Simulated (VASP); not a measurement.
# KCl (P4/mmm) in VASP: a series of runs, part 3 of 3

VASP 6.6.1. Earlier steps stand in the parts before.

## Step 5: Electric field gradients, PBEsol (zz strain of +3 %)

The input, INCAR:

```
SYSTEM = KCl
PREC = Accurate ; ENCUT = 400
EDIFF = 1E-8 ; ISMEAR = -1
SIGMA = 0.02 ; LREAL = .False.
LASPH = .True. ; NELM = 120
ALGO = Normal ; ISIF = 2
LWAVE = .False. ; LCHARG = .False.
GGA = PS ; LEFG = .True.
NBANDS = 15 ; GGA_COMPAT = .False.
```

The input, KPOINTS:

```
Automatic mesh
0
Gamma
  7 7 7
  0 0 0
```

The input, POSCAR:

```
KCl
1.0
    3.6340000000      0.0000000000      0.0000000000
    0.0000000000      3.6340000000      0.0000000000
    0.0000000000      0.0000000000      3.7430200000
K Cl
1 1
Direct
    0.0000000000      0.0000000000      0.0000000000
    0.5000000000      0.5000000000      0.5000000000
```

Potentials or basis: VASP PAW PBE potentials, release 64 (K_sv, Cl).

Run with:

```bash
> cat potpaw_PBE.64/K_sv/POTCAR potpaw_PBE.64/Cl/POTCAR > POTCAR
> mpirun -np 1 vasp_std > vasp.out
```

OUTCAR:

```text
SYSTEM = KCl
   PREC = Accurate
   ENCUT = 400
   EDIFF = 1E-8
   ISMEAR = -1
   LREAL = .False.
   LASPH = .True.
   NELM = 120
   ISIF = 2
   GGA = PS

 ion  position               nearest neighbor table
   1  0.000  0.000  0.000-   2 3.18   2 3.18   2 3.18   2 3.18   2 3.18   2 3.18   2 3.18   2 3.18

   2  0.500  0.500  0.500-   1 3.18   1 3.18   1 3.18   1 3.18   1 3.18   1 3.18   1 3.18   1 3.18

  LATTYP: Found a simple tetragonal cell.
 ALAT       =     3.6340000000
 C/A-ratio  =     1.0300000000

  Lattice vectors:

 A1 = (   3.6340000000,   0.0000000000,   0.0000000000)
 A2 = (   0.0000000000,   3.6340000000,   0.0000000000)
 A3 = (   0.0000000000,   0.0000000000,   3.7430200000)

Analysis of symmetry for initial positions (statically):
=====================================================================
 Subroutine PRICEL returns:
 Original cell was already a primitive cell.

 Routine SETGRP: Setting up the symmetry group for a
 simple tetragonal supercell.

 Subroutine GETGRP returns: Found 16 space group operations
 (whereof 16 operations were pure point group operations)
 out of a pool of 16 trial point group operations.

The static configuration has the point symmetry D_4h.

Analysis of symmetry for dynamics (positions and initial velocities):
=====================================================================
 Subroutine PRICEL returns:
 Original cell was already a primitive cell.

 Routine SETGRP: Setting up the symmetry group for a
 simple tetragonal supercell.

 Subroutine GETGRP returns: Found 16 space group operations
 (whereof 16 operations were pure point group operations)
 out of a pool of 16 trial point group operations.

The dynamic configuration has the point symmetry D_4h.

 Subroutine INISYM returns: Found 16 space group operations
 (whereof 16 operations are pure point group operations),
 and found     1 'primitive' translations

----------------------------------------------------------------------------------------

                                     Primitive cell

  volume of cell :      49.4302

  direct lattice vectors                    reciprocal lattice vectors
     3.634000000  0.000000000  0.000000000     0.275178866  0.000000000  0.000000000
     0.000000000  3.634000000  0.000000000     0.000000000  0.275178866  0.000000000
     0.000000000  0.000000000  3.743020000     0.000000000  0.000000000  0.267163948

  length of vectors
     3.634000000  3.634000000  3.743020000     0.275178866  0.275178866  0.267163948

  position of ions in fractional coordinates (direct lattice)
     0.000000000  0.000000000  0.000000000
     0.500000000  0.500000000  0.500000000

  ion indices of the primitive-cell ions
   primitive index   ion index
                 1           1
                 2           2

----------------------------------------------------------------------------------------

 KPOINTS: Automatic mesh

Automatic generation of k-mesh.
[... 84 lines left out ...]
   IMIX   =      4    mixing-type and parameters
     AMIX     =   0.40;   BMIX     =  1.00
     AMIX_MAG =   1.60;   BMIX_MAG =  1.00
  volume/ion in A,a.u.               =      24.72       166.79
  Fermi-wavevector in a.u.,A,eV,Ry     =   1.124046  2.124139 17.190687  1.263480
  Thomas-Fermi vector in A             =   2.260716
   LORBIT       =      0    0 simple, 1 ext, 2 COOP (PROOUT), +10 PAW based schemes
   GGA     = PS    functional components
   LHFCALC =     F    Hartree Fock is set to
   AEXX    =    0.0000 exact exchange contribution
   IVDW    =     0    specifies the selected vdW correction
   LEPSILON=     F    determine dielectric tensor
   LRPA    =     F    only Hartree local field effects (RPA)
 non-spin polarized calculation
  energy-cutoff  :      400.00
  volume of cell :       49.43
 maximum number of plane-waves:       921
 NGX is ok and might be reduce to    24
   NGX = 11   NGY = 11   NGZ = 13

 number of electron      15.9999995 magnetization

 Free energy of the ion-electron system (eV)
  ---------------------------------------------------
  ext. energy  EPLUGINS =         0.00000000
  ---------------------------------------------------
  free energy    TOTEN  =        -6.89874365 eV

  energy without entropy =       -6.89874365  energy(sigma->0) =       -6.89874365

 E-fermi :   0.2654     XC(G=0):  -8.8902

 val. band max:       -0.1550411580   @ k =   0.4286   0.0000   0.4286
 cond. band min:       5.0150065701   @ k =   0.0000   0.0000   0.0000
 fundamental gap:      5.1700477282
 Fermi energy:         0.2654293791

 k-point     1 :       0.0000    0.0000    0.0000
  band No.  band energies     occupation
      1     -27.8740      2.00000
      2     -13.0151      2.00000
      3     -11.3096      2.00000
      4     -11.2827      2.00000
      5     -11.2827      2.00000
      6      -0.5311      2.00000
      7      -0.3508      2.00000
      8      -0.3508      2.00000
      9       5.0150      0.00000
     10       6.0326      0.00000
     11       6.1561      0.00000
     12      10.7074      0.00000
     13      10.7074      0.00000
     14      10.9417      0.00000
[... 401 lines left out ...]
      2     -12.9375      2.00000
      3     -11.5067      2.00000
      4     -11.3541      2.00000
      5     -11.2117      2.00000
      6      -1.9005      2.00000
      7      -1.2489      2.00000
      8      -0.2379      2.00000
      9       6.6697      0.00000
     10       7.5775      0.00000
     11       9.3517      0.00000
     12       9.7047      0.00000
     13       9.7355      0.00000
     14      10.6972      0.00000
     15      12.3843      0.00000

 [... further k-points ...]

------------------------ aborting loop because EDIFF is reached ----------------------------------------

  FORCE on cell =-STRESS in cart. coord.  units (eV):
  Direction    XX          YY          ZZ          XY          YZ          ZX
  --------------------------------------------------------------------------------------
  -------------------------------------------------------------------------------------
  Total        0.6029407      0.6029407      0.1582313      0.0000000      0.0000000     -0.0000000
  in kB       19.5430866     19.5430866      5.1287451      0.0000000      0.0000000     -0.0000000
  external PRESSURE =      14.7383061 kB  Pullay stress =       0.0000000 kB

 VOLUME and BASIS-vectors are now :
 -----------------------------------------------------------------------------
  energy-cutoff  :      400.00
  volume of cell :       49.43
      direct lattice vectors                 reciprocal lattice vectors
     3.634000000  0.000000000  0.000000000     0.275178866  0.000000000  0.000000000
     0.000000000  3.634000000  0.000000000     0.000000000  0.275178866  0.000000000
     0.000000000  0.000000000  3.743020000     0.000000000  0.000000000  0.267163948

 POSITION                                       TOTAL-FORCE (eV/Angst)
 -----------------------------------------------------------------------------------
      0.00000      0.00000      0.00000         0.000000      0.000000      0.000000
      1.81700      1.81700      1.87151         0.000000      0.000000      0.000000
 -----------------------------------------------------------------------------------
    total drift:                                0.000000      0.000000     -0.000000

  FREE ENERGIE OF THE ION-ELECTRON SYSTEM (eV)
  ---------------------------------------------------
  free  energy   TOTEN  =        -6.8987436483 eV

  energy  without entropy=       -6.8987436483  energy(sigma->0) =       -6.89874365

 Electric field gradients (V/A^2)
---------------------------------------------------------------------
 ion       V_xx      V_yy      V_zz      V_xy      V_xz      V_yz
---------------------------------------------------------------------
   1       1.919     1.919    -3.839     0.000     0.000    -0.000
   2      -3.755    -3.755     7.510    -0.000    -0.000     0.000
---------------------------------------------------------------------

 Electric field gradients after diagonalization (V/A^2)
 (convention: |V_zz| > |V_xx| > |V_yy|)
----------------------------------------------------------------------
 ion       V_xx      V_yy      V_zz     asymmetry (V_yy - V_xx)/ V_zz
----------------------------------------------------------------------
   1       1.919     1.919    -3.839       0.000
   2      -3.755    -3.755     7.510       0.000
----------------------------------------------------------------------

           NMR quadrupolar parameters

 Cq : quadrupolar parameter    Cq=e*Q*V_zz/h
 eta: asymmetry parameters     (V_yy - V_xx)/ V_zz
 Q  : nuclear electric quadrupole moment in mb (millibarn)
----------------------------------------------------------------------
 ion       Cq(MHz)       eta       Q (mb)
----------------------------------------------------------------------
   1      -0.009       0.000       1.000
   2       0.018       0.000       1.000
----------------------------------------------------------------------
```

OSZICAR:

```text
N       E                     dE             d eps       ncg     rms          rms(c)
DAV:   1     0.889655273384E+02    0.88966E+02   -0.63777E+03  1208   0.808E+02
DAV:   2    -0.278819342715E+01   -0.91754E+02   -0.86099E+02  1620   0.229E+02
DAV:   3    -0.701568722381E+01   -0.42275E+01   -0.42123E+01  1642   0.434E+01
DAV:   4    -0.714692767022E+01   -0.13124E+00   -0.13122E+00  1711   0.703E+00
DAV:   5    -0.714836921504E+01   -0.14415E-02   -0.14415E-02  1715   0.764E-01    0.343E+00
DAV:   6    -0.692686558865E+01    0.22150E+00   -0.21915E-01  1480   0.325E+00    0.291E+00
DAV:   7    -0.689796325907E+01    0.28902E-01   -0.70426E-02  1613   0.192E+00    0.168E+00
DAV:   8    -0.689863938904E+01   -0.67613E-03   -0.15167E-02  1697   0.940E-01    0.221E-01
DAV:   9    -0.689859206869E+01    0.47320E-04   -0.57581E-04  1557   0.162E-01    0.908E-02
DAV:  10    -0.689874610052E+01   -0.15403E-03   -0.20502E-04  1347   0.115E-01    0.298E-02
DAV:  11    -0.689874259435E+01    0.35062E-05   -0.16811E-05  1704   0.312E-02    0.121E-02
DAV:  12    -0.689874381966E+01   -0.12253E-05   -0.90679E-07  1384   0.724E-03    0.229E-03
DAV:  13    -0.689874369450E+01    0.12517E-06   -0.67717E-08  1627   0.192E-03    0.533E-04
DAV:  14    -0.689874362966E+01    0.64839E-07   -0.52787E-09  1246   0.637E-04    0.818E-05
DAV:  15    -0.689874364454E+01   -0.14888E-07   -0.81205E-10  1069   0.236E-04    0.953E-05
DAV:  16    -0.689874364828E+01   -0.37305E-08   -0.21646E-10   873   0.107E-04
   1 F= -.68987436E+01 E0= -.68987436E+01  d E =-.156754E-10
```

Run time: 28 s. Hardware: 1 thread of Intel Xeon 8259CL, shared host; peak memory 0.14 GiB.

Results:

- Free energy: -6.8987 eV
- Pressure: 1.5 GPa
- Band gap on the k mesh: 5.17 eV (least direct gap 5.37 eV)
- Largest electric field gradient by atom: K -3.8; Cl +7.5 V/Å²

Electric field gradients, principal values (V/Å²):
```tsv
atom	least	middle	greatest (by size)
1 K	1.919	1.919	-3.839
2 Cl	-3.755	-3.755	7.510
```

Caveat: the cell differs from its parent crystal (zz strain of +3 %); without QUAD_EFG the Cq values of the log hold for a quadrupole moment of 1 mb, not for the nuclei; the PAW data sets were made with another functional, which shifts forces and pressure a little. A k mesh can miss the band edges.

## Step 6: Electric field gradients, PBEsol (equal xx and yy strain of +3 %)

The input, INCAR:

```
SYSTEM = KCl
PREC = Accurate
ENCUT = 400
EDIFF = 1E-8
ISMEAR = -1
SIGMA = 0.02
LREAL = .FALSE.
LASPH = .TRUE.
NELM = 120
ALGO = Normal
ISIF = 2
LWAVE = .FALSE.
LCHARG = .FALSE.
GGA = PS
LEFG = .TRUE.
NBANDS = 15
GGA_COMPAT = .FALSE.
```

The input, KPOINTS:

```
Automatic mesh
0
G
  7 7 7
  0 0 0
```

The input, POSCAR:

```
KCl
1.0
    3.7430200000      0.0000000000      0.0000000000
    0.0000000000      3.7430200000      0.0000000000
    0.0000000000      0.0000000000      3.6340000000
K Cl
1 1
Direct
    0.0000000000      0.0000000000      0.0000000000
    0.5000000000      0.5000000000      0.5000000000
```

Potentials or basis: VASP PAW PBE potentials, release 64 (K_sv, Cl).

Run with:

```bash
> cat potpaw_PBE.64/K_sv/POTCAR potpaw_PBE.64/Cl/POTCAR > POTCAR
> mpirun -np 1 vasp_std > vasp.out
```

OUTCAR:

```text
SYSTEM = KCl
   PREC = Accurate
   ENCUT = 400
   EDIFF = 1E-8
   ISMEAR = -1
   LREAL = .FALSE.
   LASPH = .TRUE.
   NELM = 120
   ISIF = 2
   GGA = PS

 ion  position               nearest neighbor table
   1  0.000  0.000  0.000-   2 3.21   2 3.21   2 3.21   2 3.21   2 3.21   2 3.21   2 3.21   2 3.21

   2  0.500  0.500  0.500-   1 3.21   1 3.21   1 3.21   1 3.21   1 3.21   1 3.21   1 3.21   1 3.21

  LATTYP: Found a simple tetragonal cell.
 ALAT       =     3.7430200000
 C/A-ratio  =     0.9708737864

  Lattice vectors:

 A1 = (   3.7430200000,   0.0000000000,   0.0000000000)
[... 645 lines left out ...]
  free  energy   TOTEN  =        -6.9089126186 eV

  energy  without entropy=       -6.9089126186  energy(sigma->0) =       -6.90891262

 Electric field gradients (V/A^2)
---------------------------------------------------------------------
 ion       V_xx      V_yy      V_zz      V_xy      V_xz      V_yz
---------------------------------------------------------------------
   1      -1.870    -1.870     3.740     0.000    -0.000     0.000
   2       3.762     3.762    -7.523    -0.000    -0.000    -0.000
---------------------------------------------------------------------

 Electric field gradients after diagonalization (V/A^2)
 (convention: |V_zz| > |V_xx| > |V_yy|)
----------------------------------------------------------------------
 ion       V_xx      V_yy      V_zz     asymmetry (V_yy - V_xx)/ V_zz
----------------------------------------------------------------------
   1      -1.870    -1.870     3.740       0.000
   2       3.762     3.762    -7.523       0.000
----------------------------------------------------------------------

           NMR quadrupolar parameters

 Cq : quadrupolar parameter    Cq=e*Q*V_zz/h
 eta: asymmetry parameters     (V_yy - V_xx)/ V_zz
 Q  : nuclear electric quadrupole moment in mb (millibarn)
----------------------------------------------------------------------
 ion       Cq(MHz)       eta       Q (mb)
----------------------------------------------------------------------
   1       0.009       0.000       1.000
   2      -0.018       0.000       1.000
----------------------------------------------------------------------
```

OSZICAR:

```text
N       E                     dE             d eps       ncg     rms          rms(c)
DAV:   1     0.842918027043E+02    0.84292E+02   -0.64277E+03  1208   0.809E+02
DAV:   2    -0.277511117524E+01   -0.87067E+02   -0.82324E+02  1595   0.221E+02
DAV:   3    -0.701964006175E+01   -0.42445E+01   -0.42253E+01  1594   0.433E+01
DAV:   4    -0.716143072902E+01   -0.14179E+00   -0.14175E+00  1778   0.767E+00
DAV:   5    -0.716242114083E+01   -0.99041E-03   -0.99040E-03  1613   0.722E-01    0.325E+00
DAV:   6    -0.693761263312E+01    0.22481E+00   -0.22466E-01  1515   0.321E+00    0.276E+00
DAV:   7    -0.690815758016E+01    0.29455E-01   -0.69466E-02  1613   0.189E+00    0.161E+00
DAV:   8    -0.690877522040E+01   -0.61764E-03   -0.15125E-02  1690   0.931E-01    0.216E-01
DAV:   9    -0.690875002083E+01    0.25200E-04   -0.63024E-04  1580   0.169E-01    0.924E-02
DAV:  10    -0.690891527312E+01   -0.16525E-03   -0.21706E-04  1361   0.119E-01    0.304E-02
DAV:  11    -0.690891129936E+01    0.39738E-05   -0.18784E-05  1690   0.332E-02    0.125E-02
DAV:  12    -0.690891280459E+01   -0.15052E-05   -0.11171E-06  1335   0.802E-03    0.242E-03
DAV:  13    -0.690891269053E+01    0.11406E-06   -0.66740E-08  1683   0.185E-03    0.840E-04
DAV:  14    -0.690891259694E+01    0.93588E-07   -0.87902E-09  1201   0.785E-04    0.954E-05
DAV:  15    -0.690891261156E+01   -0.14615E-07   -0.11004E-09  1097   0.272E-04    0.130E-04
DAV:  16    -0.690891261864E+01   -0.70791E-08   -0.27140E-10   873   0.121E-04
   1 F= -.69089126E+01 E0= -.69089126E+01  d E =-.402201E-11
```

It took 30 s on 1 thread of Intel Xeon 8259CL, shared host; peak memory 0.15 GiB.

Results:

```yaml
Free_energy: -6.9089 eV
Pressure: 0.7 GPa
Band_gap_on_the_k_mesh: 4.98 eV (least direct gap 5.16 eV)
Largest_electric_field_gradient_by_atom: K +3.7; Cl -7.5 V/Å²
```

Levels at points of the mesh, in eV from the valence-band top:
```csv
k point,band 5,band 6,band 7,band 8,band 9,band 10,band 11,band 12
"(0.00, 0.00, 0.00)",-11.22,-0.36,-0.36,-0.18,4.98,6.17,6.32,10.66
```

Electric field gradients, principal values (V/Å²):
```
atom   least  middle  greatest (by size)
 1 K  -1.870  -1.870               3.740
2 Cl   3.762   3.762              -7.523
```

Caveat: the cell differs from its parent crystal (equal xx and yy strain of +3 %); without QUAD_EFG the Cq values of the log hold for a quadrupole moment of 1 mb, not for the nuclei; the PAW data sets were made with another functional, which shifts forces and pressure a little.

## Step 7: Overview

| cell | gap on the mesh (eV) | pressure (GPa) |
| --- | --- | --- |
| a = 3.634, b = 3.634, c = 3.707 Å, 2 atoms | 5.25 | 1.8 |
| a = 3.634, b = 3.634, c = 3.743 Å, 2 atoms | 5.17 | 1.5 |
| a = 3.743, b = 3.743, c = 3.634 Å, 2 atoms | 4.98 | 0.7 |

Alike in all rows: task electric field gradients; level PBEsol; potentials or basis VASP PAW PBE potentials, release 64 (K_sv, Cl); no spin polarisation; k mesh 7 × 7 × 7; cutoff (eV) 400; smearing fermi-dirac 0.02 eV.

Caveats: the PAW data sets were made with another functional, which shifts forces and pressure a little.

Total energies depend on the potentials used, so only differences within one code and one set of settings carry meaning.
